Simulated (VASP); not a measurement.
# HgTe (F-43m) in VASP: a series of runs

Aim: see how the results for HgTe move with the level of theory and the settings. Levels: PBEsol, PBEsol+D4. Tasks: single point.

Everything below comes from runs of VASP 6.6.1. Logs are shortened: lines on timing, memory, paths and dates and some standing lists are left out, and cuts for length are marked.

**1. The cell of the first run**

The structure is cubic, space group F-43m (No. 216). Conventional cell: a = 6.578 Å, b = 6.578 Å, c = 6.578 Å, α = 90.00°, β = 90.00°, γ = 90.00°. Hg (site symmetry -43m) has 4 Te at 2.85 Å within 3.8 Å. Te (site symmetry -43m) has 4 Hg at 2.85 Å within 3.8 Å.

**2. Single point, PBEsol**

The input, INCAR:

```
PREC     = Accurate       # precision mode
ENCUT    = 520            # plane-wave cutoff, eV
EDIFF    = 1E-6           # SCF threshold, eV
ISMEAR   = -1             # smearing method
SIGMA    = 0.02           # smearing width, eV
LREAL    = False          # projectors in reciprocal space
LASPH    = True           # aspherical terms in the spheres
NELM     = 80             # most SCF steps
ALGO     = Normal         # electronic algorithm
ISIF     = 2              # what is computed and relaxed
LWAVE    = False          # write WAVECAR
LCHARG   = False          # write CHGCAR
GGA      = PS             # functional
NBANDS   = 16             # bands
```

The input, KPOINTS:

```
Automatic mesh
0
Gamma
  4 4 4
```

The input, POSCAR:

```
HgTe
1.0
    0.0000000000      3.2891972858      3.2891972858
    3.2891972858      0.0000000000      3.2891972858
    3.2891972858      3.2891972858      0.0000000000
Hg Te
1 1
Direct
    0.0000000000      0.0000000000      0.0000000000
    0.2500000000      0.2500000000      0.2500000000
```

Potentials or basis: VASP PAW PBE potentials, release 64 (Hg, Te).

On the command line:

```bash
$ cat potpaw_PBE.64/Hg/POTCAR potpaw_PBE.64/Te/POTCAR > POTCAR
$ mpirun -np 1 vasp_std > vasp.out
```

OUTCAR:

```text
PREC = Accurate
   ENCUT = 520
   EDIFF = 1E-6
   ISMEAR = -1
   LREAL = False
   LASPH = True
   NELM = 80
   ISIF = 2
   GGA = PS

 ion  position               nearest neighbor table
   1  0.000  0.000  0.000-   2 2.85   2 2.85   2 2.85   2 2.85
   2  0.250  0.250  0.250-   1 2.85   1 2.85   1 2.85   1 2.85

  LATTYP: Found a face centered cubic cell.
 ALAT       =     6.5783945716

  Lattice vectors:

 A1 = (   0.0000000000,   3.2891972858,   3.2891972858)
 A2 = (   3.2891972858,   0.0000000000,   3.2891972858)
 A3 = (   3.2891972858,   3.2891972858,   0.0000000000)

Analysis of symmetry for initial positions (statically):
=====================================================================
 Subroutine PRICEL returns:
 Original cell was already a primitive cell.

 Routine SETGRP: Setting up the symmetry group for a
 face centered cubic supercell.

 Subroutine GETGRP returns: Found 24 space group operations
 (whereof 24 operations were pure point group operations)
 out of a pool of 48 trial point group operations.

The static configuration has the point symmetry T_d .

Analysis of symmetry for dynamics (positions and initial velocities):
=====================================================================
 Subroutine PRICEL returns:
 Original cell was already a primitive cell.

 Routine SETGRP: Setting up the symmetry group for a
 face centered cubic supercell.

 Subroutine GETGRP returns: Found 24 space group operations
 (whereof 24 operations were pure point group operations)
 out of a pool of 48 trial point group operations.

The dynamic configuration has the point symmetry T_d .

 Subroutine INISYM returns: Found 24 space group operations
 (whereof 24 operations are pure point group operations),
 and found     1 'primitive' translations

----------------------------------------------------------------------------------------

                                     Primitive cell

  volume of cell :      71.1705

  direct lattice vectors                    reciprocal lattice vectors
     0.000000000  3.289197286  3.289197286    -0.152012773  0.152012773  0.152012773
     3.289197286  0.000000000  3.289197286     0.152012773 -0.152012773  0.152012773
     3.289197286  3.289197286  0.000000000     0.152012773  0.152012773 -0.152012773

  length of vectors
     4.651627411  4.651627411  4.651627411     0.263293846  0.263293846  0.263293846

  position of ions in fractional coordinates (direct lattice)
     0.000000000  0.000000000  0.000000000
     0.250000000  0.250000000  0.250000000

  ion indices of the primitive-cell ions
   primitive index   ion index
                 1           1
                 2           2

----------------------------------------------------------------------------------------

 KPOINTS: Automatic mesh

Automatic generation of k-mesh.
 Grid dimensions read from file:
 generate k-points for:    4    4    4

 Generating k-lattice:

  Cartesian coordinates                     Fractional coordinates (reciprocal lattice)
    -0.038003193  0.038003193  0.038003193     0.250000000  0.000000000  0.000000000
     0.038003193 -0.038003193  0.038003193     0.000000000  0.250000000  0.000000000
     0.038003193  0.038003193 -0.038003193     0.000000000  0.000000000  0.250000000

  Length of vectors
     0.065823462  0.065823462  0.065823462

  Shift w.r.t. Gamma in fractional coordinates (k-lattice)
     0.000000000  0.000000000  0.000000000

 Subroutine IBZKPT returns following result:
 ===========================================

 Found      8 irreducible k-points:

 Following reciprocal coordinates:
            Coordinates               Weight
  0.000000  0.000000  0.000000      1.000000
  0.250000  0.000000  0.000000      8.000000
  0.500000  0.000000  0.000000      4.000000
  0.250000  0.250000  0.000000      6.000000
  0.500000  0.250000  0.000000     24.000000
 -0.250000  0.250000  0.000000     12.000000
  0.500000  0.500000  0.000000      3.000000
 -0.250000  0.500000  0.250000      6.000000
   k-points           NKPTS =      8   k-points in BZ     NKDIM =      8   number of bands    NBANDS=     16
   number of dos      NEDOS =    301   number of ions     NIONS =      2
   total plane-waves  NPLWV =  46656
   dimension x,y,z NGX =    36 NGY =   36 NGZ =   36
   dimension x,y,z NGXF=    72 NGYF=   72 NGZF=   72
   ions per type =               1   1
   NGX,Y,Z   is equivalent  to a cutoff of  12.87, 12.87, 12.87 a.u.
   NGXF,Y,Z  is equivalent  to a cutoff of  25.73, 25.73, 25.73 a.u.
 SYSTEM =  unknown system
   PREC   = accura    normal or accurate (medium, high low for compatibility)
   ISTART =      0    job   : 0-new  1-cont  2-samecut
   ICHARG =      2    charge: 1-file 2-atom 10-const
   ISPIN  =      1    spin polarized calculation?
   LNONCOLLINEAR =      F non collinear calculations
   LSORBIT =      F    spin-orbit coupling
   LASPH  =      T    aspherical Exc in radial PAW
   ENCUT  =  520.0 eV  38.22 Ry    6.18 a.u.   8.65  8.65  8.65*2*pi/ulx,y,z
   NELM   =     80;   NELMIN=  2; NELMDL= -5     # of ELM steps
   EDIFF  = 0.1E-05   stopping-criterion for ELM
   LREAL  =      F    real-space projection
   EDIFFG = 0.1E-04   stopping-criterion for IOM
   NSW    =      0    number of steps for IOM
   IBRION =     -1    ionic relax: 0-MD 1-quasi-New 2-CG
   NFREE  =      0    steps in history (QN), initial steepest desc. (CG)
   ISIF   =      2    stress and relaxation
   ISYM   =      2    0-nonsym 1-usesym 2-fastsym
   POTIM  = 0.5000    time-step for ionic-motion
   TEBEG  =    0.0;   TEEND  =   0.0 temperature during run
   PSTRESS=    0.0 pullay stress
   NELECT =      18.0000    total number of electrons
   NUPDOWN=      -1.0000    fix difference up-down
   EMIN   =  10.00;   EMAX   =-10.00  energy-range for DOS
   EFERMI =   0.00;   METHOD = LEGACY
   ISMEAR =    -1;   SIGMA  =   0.02  broadening in eV -4-tet -1-fermi 0-gaus
   EFERMI_NEDOS =   21; number of points for ismear=-14 and -15
   IALGO  =     38    algorithm
   IMIX   =      4    mixing-type and parameters
     AMIX     =   0.40;   BMIX     =  1.00
     AMIX_MAG =   1.60;   BMIX_MAG =  1.00
  volume/ion in A,a.u.               =      35.59       240.14
  Fermi-wavevector in a.u.,A,eV,Ry     =   1.035299  1.956431 14.583320  1.071844
  Thomas-Fermi vector in A             =   2.169635
   LORBIT       =      0    0 simple, 1 ext, 2 COOP (PROOUT), +10 PAW based schemes
   GGA     = PS    functional components
   LHFCALC =     F    Hartree Fock is set to
   AEXX    =    0.0000 exact exchange contribution
   IVDW    =     0    specifies the selected vdW correction
   LEPSILON=     F    determine dielectric tensor
   LRPA    =     F    only Hartree local field effects (RPA)
 non-spin polarized calculation
  energy-cutoff  :      520.00
  volume of cell :       71.17
 maximum number of plane-waves:      1924
 NGX is ok and might be reduce to    36
   NGX = 17   NGY = 17   NGZ = 17

 number of electron      18.0000001 magnetization

 Free energy of the ion-electron system (eV)
  ---------------------------------------------------
  ext. energy  EPLUGINS =         0.00000000
  ---------------------------------------------------
  free energy    TOTEN  =        -4.28285311 eV

  energy without entropy =       -4.28165965  energy(sigma->0) =       -4.28225638

 E-fermi :   2.4554     XC(G=0):  -8.6821

 val. band max:        2.4415465275   @ k =   0.0000   0.0000   0.0000
 cond. band min:       3.0652043309   @ k =   0.5000   0.0000   0.0000
 fundamental gap:      0.6236578034
 Fermi energy:         2.4554094408

 k-point     1 :       0.0000    0.0000    0.0000
  band No.  band energies     occupation
      1      -9.2117      2.00000
      2      -4.6339      2.00000
      3      -4.6339      2.00000
      4      -4.6339      2.00000
      5      -4.1645      2.00000
      6      -4.1645      2.00000
[... 8 lines left out ...]
     15      11.8874      0.00000
     16      11.8874      0.00000

 k-point     2 :       0.2500    0.0000    0.0000
  band No.  band energies     occupation
      1      -8.9652      2.00000
      2      -4.5720      2.00000
      3      -4.5720      2.00000
      4      -4.4827      2.00000
      5      -4.1652      2.00000
      6      -4.1652      2.00000
[... 8 lines left out ...]
     15      10.8710      0.00000
     16      10.8710      0.00000

 k-point     3 :       0.5000    0.0000    0.0000
  band No.  band energies     occupation
      1      -8.6952      2.00000
      2      -4.5241      2.00000
      3      -4.5241      2.00000
      4      -4.1459      2.00000
      5      -4.1459      2.00000
      6      -3.8933      2.00000
[... 8 lines left out ...]
     15      12.3579      0.00000
     16      12.3579      0.00000

 k-point     4 :       0.2500    0.2500    0.0000
  band No.  band energies     occupation
      1      -8.8811      2.00000
      2      -4.5570      2.00000
      3      -4.4975      2.00000
      4      -4.4975      2.00000
      5      -4.1870      2.00000
      6      -4.1368      2.00000
[... 8 lines left out ...]
     15      12.2066      0.00000
     16      12.2413      0.00000

 k-point     5 :       0.5000    0.2500    0.0000
  band No.  band energies     occupation
      1      -8.6084      2.00000
      2      -4.4853      2.00000
      3      -4.4278      2.00000
      4      -4.2690      2.00000
      5      -4.1347      2.00000
      6      -3.9005      2.00000
[... 8 lines left out ...]
     15      12.6050      0.00000
     16      12.9180      0.00000

 k-point     6 :      -0.2500    0.2500    0.0000
  band No.  band energies     occupation
      1      -8.7004      2.00000
      2      -4.4956      2.00000
      3      -4.4938      2.00000
      4      -4.2296      2.00000
      5      -4.1796      2.00000
      6      -4.0737      2.00000
[... 8 lines left out ...]
     15      11.5914      0.00000
     16      12.8133      0.00000

 k-point     7 :       0.5000    0.5000    0.0000
  band No.  band energies     occupation
      1      -8.5149      2.00000
      2      -4.4585      2.00000
      3      -4.3328      2.00000
      4      -4.3328      2.00000
      5      -4.1089      2.00000
      6      -3.7677      2.00000
[... 8 lines left out ...]
     15      12.6873      0.00000
     16      13.7002      0.00000

 k-point     8 :      -0.2500    0.5000    0.2500
  band No.  band energies     occupation
      1      -8.5159      2.00000
      2      -4.4312      2.00000
      3      -4.3968      2.00000
      4      -4.2105      2.00000
      5      -4.1928      2.00000
      6      -3.6277      2.00000
[... 8 lines left out ...]
     15      13.2664      0.00000
     16      13.3768      0.00000

------------------------ aborting loop because EDIFF is reached ----------------------------------------

  FORCE on cell =-STRESS in cart. coord.  units (eV):
  Direction    XX          YY          ZZ          XY          YZ          ZX
  --------------------------------------------------------------------------------------
  -------------------------------------------------------------------------------------
  Total       -0.3149875     -0.3149875     -0.3149875      0.0000000     -0.0000000      0.0000000
  in kB       -7.0909459     -7.0909459     -7.0909459      0.0000000     -0.0000000      0.0000000
  external PRESSURE =      -7.0909459 kB  Pullay stress =       0.0000000 kB

 VOLUME and BASIS-vectors are now :
 -----------------------------------------------------------------------------
  energy-cutoff  :      520.00
  volume of cell :       71.17
      direct lattice vectors                 reciprocal lattice vectors
     0.000000000  3.289197286  3.289197286    -0.152012773  0.152012773  0.152012773
     3.289197286  0.000000000  3.289197286     0.152012773 -0.152012773  0.152012773
     3.289197286  3.289197286  0.000000000     0.152012773  0.152012773 -0.152012773

 POSITION                                       TOTAL-FORCE (eV/Angst)
 -----------------------------------------------------------------------------------
      0.00000      0.00000      0.00000        -0.000000      0.000000      0.000000
      1.64460      1.64460      1.64460         0.000000     -0.000000     -0.000000
 -----------------------------------------------------------------------------------
    total drift:                               -0.000000     -0.000000     -0.000000

  FREE ENERGIE OF THE ION-ELECTRON SYSTEM (eV)
  ---------------------------------------------------
  free  energy   TOTEN  =        -4.2828531123 eV

  energy  without entropy=       -4.2816596482  energy(sigma->0) =       -4.28225638
```

Wall time 8.5 s (1 thread of Intel Xeon Platinum 8488C (Sapphire Rapids), shared host); peak memory 0.2 GiB.

Results:

| Item | Value |
| --- | --- |
| Free energy | -4.2829 eV |
| Pressure | -0.7 GPa |
| Band gap on the k mesh | zero (filled and empty bands touch) |

Caveat: the k points lie up to 0.41 Å⁻¹ apart; semilocal functionals underestimate gaps, and a narrow one can read as zero; the PAW data sets were made with another functional, which shifts forces and pressure a little; spin-orbit coupling is left out, which moves the levels of the heavy elements.

**3. Single point, PBEsol**

The input, INCAR:

```
SYSTEM = HgTe
  ALGO = Normal
  EDIFF = 1E-6
  ENCUT = 520
  GGA = PS
  ISIF = 2
  ISMEAR = -1
  LASPH = .True.
  LCHARG = .True.
  LELF = .True.
  LREAL = .False.
  LVHAR = .True.
  LWAVE = .False.
  NBANDS = 16
  NELM = 100
  PREC = Accurate
  SIGMA = 0.02
```

The input, KPOINTS:

```
k-points
0
Gamma
  4 4 4
  0 0 0
```

POSCAR is that of step 2.

Potentials or basis: VASP PAW PBE potentials, release 64 (Hg, Te).

On the command line:

```bash
$ cat potpaw_PBE.64/Hg/POTCAR potpaw_PBE.64/Te/POTCAR > POTCAR
$ mpirun -np 1 vasp_std > vasp.out
```

Wall time 8.3 s (1 thread of Intel Xeon Platinum 8488C (Sapphire Rapids), shared host); peak memory 0.2 GiB.

Results (log left out):

- Free energy: -4.2829 eV
- Pressure: -0.7 GPa
- Band gap on the k mesh: zero (filled and empty bands touch)

Levels at points of the mesh, in eV from the Fermi level:
```
           k point  band 6  band 7  band 8  band 9  band 10  band 11  band 12  band 13
(0.00, 0.00, 0.00)   -6.62   -0.95   -0.01   -0.01    -0.01     4.24     4.24     4.24
(0.50, 0.00, 0.00)   -6.35   -5.23   -0.91   -0.91     0.61     5.00     5.00     6.69
(0.50, 0.50, 0.00)   -6.22   -5.22   -2.10   -2.10     1.83     2.49     7.91     8.57
```

Caveat: the k points lie up to 0.41 Å⁻¹ apart; semilocal functionals underestimate gaps, and a narrow one can read as zero; the PAW data sets were made with another functional, which shifts forces and pressure a little; spin-orbit coupling is left out, which moves the levels of the heavy elements.

**4. Single point, PBEsol+D4**

The input, INCAR:

```
SYSTEM = HgTe
ALGO = Normal
EDIFF = 1E-6
ENCUT = 520
GGA = PS
ISIF = 2
ISMEAR = -1
IVDW = 13
LASPH = .True.
LCHARG = .True.
LELF = .True.
LREAL = .False.
LVHAR = .True.
LWAVE = .False.
NBANDS = 16
NELM = 60
PREC = Accurate
SIGMA = 0.02
```

KPOINTS is that of step 3.

POSCAR is that of step 3.

On the command line:

```bash
$ cat potpaw_PBE.64/Hg/POTCAR potpaw_PBE.64/Te/POTCAR > POTCAR
$ mpirun -np 1 vasp_std > vasp.out
```

Wall time 8.6 s (1 thread of Intel Xeon Platinum 8488C (Sapphire Rapids), shared host); peak memory 0.2 GiB.

Results (log left out):

* Free energy: -4.7195 eV
* Pressure: -1.7 GPa
* Band gap on the k mesh: zero (filled and empty bands touch)
* Dispersion energy per atom: -0.218 eV

Levels at points of the mesh, in eV from the Fermi level:
```
           k point  band 7  band 8  band 9  band 10  band 11  band 12
(0.00, 0.00, 0.00)   -0.95   -0.01   -0.01    -0.01     4.24     4.24
(0.50, 0.00, 0.00)   -5.23   -0.91   -0.91     0.61     5.00     5.00
(0.50, 0.50, 0.00)   -5.22   -2.10   -2.10     1.83     2.49     7.91
```

Caveat: the k points lie up to 0.41 Å⁻¹ apart; semilocal functionals underestimate gaps, and a narrow one can read as zero; the PAW data sets were made with another functional, which shifts forces and pressure a little; spin-orbit coupling is left out, which moves the levels of the heavy elements.

**5. Single point, PBEsol**

The input, INCAR:

```
SYSTEM = HgTe
PREC     = Accurate       ! precision mode
ENCUT    = 520            ! plane-wave cutoff, eV
EDIFF    = 1E-6           ! SCF threshold, eV
ISMEAR   = -1             ! smearing method
SIGMA    = 0.02           ! smearing width, eV
LREAL    = .FALSE.        ! projectors in reciprocal space
LASPH    = .TRUE.         ! aspherical terms in the spheres
NELM     = 100            ! most SCF steps
ALGO     = Normal         ! electronic algorithm
ISIF     = 2              ! what is computed and relaxed
LWAVE    = .FALSE.        ! write WAVECAR
LCHARG   = .TRUE.         ! write CHGCAR
GGA      = PS             ! functional
LELF     = .TRUE.         ! ELF
LVHAR    = .TRUE.       
ISYM     = 0            
NBANDS   = 16             ! bands
```

The input, KPOINTS:

```
Automatic mesh
0
Gamma
  4 4 4
  0 0 0.5
```

POSCAR is that of step 4.

On the command line:

```bash
$ cat potpaw_PBE.64/Hg/POTCAR potpaw_PBE.64/Te/POTCAR > POTCAR
$ mpirun -np 1 vasp_std > vasp.out
```

It took 73 s on 1 thread of Intel Xeon Platinum 8488C (Sapphire Rapids), shared host; peak memory 0.31 GiB.

Results (log left out):

```yaml
Free_energy: -4.3674 eV
Pressure: -1.1 GPa
Band_gap_on_the_k_mesh: 0.72 eV
```

Levels at points of the mesh, in eV from the valence-band top:
| k point | band 5 | band 6 | band 7 | band 8 | band 9 | band 10 | band 11 | band 12 | band 13 | band 14 |
| --- | --- | --- | --- | --- | --- | --- | --- | --- | --- | --- |
| (0.00, 0.00, 0.12) | -6.42 | -6.42 | -1.74 | 0.00 | 0.00 | 0.72 | 4.30 | 4.64 | 4.64 | 7.41 |

Caveat: the PAW data sets were made with another functional, which shifts forces and pressure a little; spin-orbit coupling is left out, which moves the levels of the heavy elements; a shifted mesh leaves out Γ, where band edges can lie.

**6. Summary**

```csv
level,k mesh,gap on the mesh (eV),pressure (GPa)
PBEsol,4 × 4 × 4,none,-0.7
PBEsol+D4,4 × 4 × 4,none,-1.7
PBEsol,"4 × 4 × 4, shifted",0.72,-1.1
```

Alike in all rows: task single point; potentials or basis VASP PAW PBE potentials, release 64 (Hg, Te); no spin polarisation; cell as given; cutoff (eV) 520; smearing fermi-dirac 0.02 eV.

Caveats: some runs use coarse meshes; the PAW data sets were made with another functional, which shifts forces and pressure a little; spin-orbit coupling is left out, which moves the levels of the heavy elements; semilocal functionals underestimate gaps, and a narrow one can read as zero (at least some runs); a shifted mesh leaves out Γ, where band edges can lie (at least some runs).

Absolute energies hang on the potentials; compare differences alone.

The gap in the log of VASP goes by the Fermi energy; the results here count the filled bands.